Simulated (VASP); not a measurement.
Set up this calculation in VASP 6.6.1, as the native input.

* Task: single point
* Functional: PBE
* Potentials or basis: VASP PAW PBE potentials, release 64 (C)
* Cutoff: 520 eV
* k mesh: 8 × 8 × 8
* Occupations: gaussian, width 0.1 eV
* Spin: collinear spin, ferromagnetic start
* Starting moments: [1.0, 1.0, 1.0] μB
* Dipole correction: no
* Further INCAR settings: ALGO = Normal; EDIFF = 1e-06; NBANDS = 17

The structure of C lies in POSCAR:

```
C
1.0
   -1.5591219139      1.5591219139      1.9801738475
    1.5591219139     -1.5591219139      1.9801738475
    1.5591219139      1.5591219139     -1.9801738475
C
3
Direct
    0.5000000000      0.0000000000      0.5000000000
    0.0000000000      0.5000000000      0.5000000000
    0.0000000000      0.0000000000      0.0000000000
```

The input as run:

INCAR

```
SYSTEM = C
PREC = Accurate
ENCUT = 520
EDIFF = 1E-6
ISMEAR = 0
SIGMA = 0.1
LREAL = .False.
LASPH = .True.
NELM = 150
ALGO = Normal
ISIF = 2
LWAVE = .False.
LCHARG = .False.
ISPIN = 2
MAGMOM = 1 1 1
LORBIT = 11
GGA = PE
NBANDS = 17
```

KPOINTS

```
regular mesh
0
Gamma
  8 8 8
  0 0 0
```

Potentials or basis: VASP PAW PBE potentials, release 64 (C).

The run is started by

```console
$ cat potpaw_PBE.64/C/POTCAR > POTCAR
$ mpirun -np 1 vasp_std > vasp.out
```

Results of the run:

```json
{"Pressure": "0.4 GPa", "Band gap on the k mesh": "zero (filled and empty bands overlap)", "Net moment": "0.00 μB per cell", "Valence electrons inside the program's atomic spheres": "C 2.29, 2.42"}
```

Wall time 24 s on 1 thread of Intel(R) Xeon(R) Platinum 8488C (Sapphire Rapids) (shared host), peak memory 0.15 GiB.
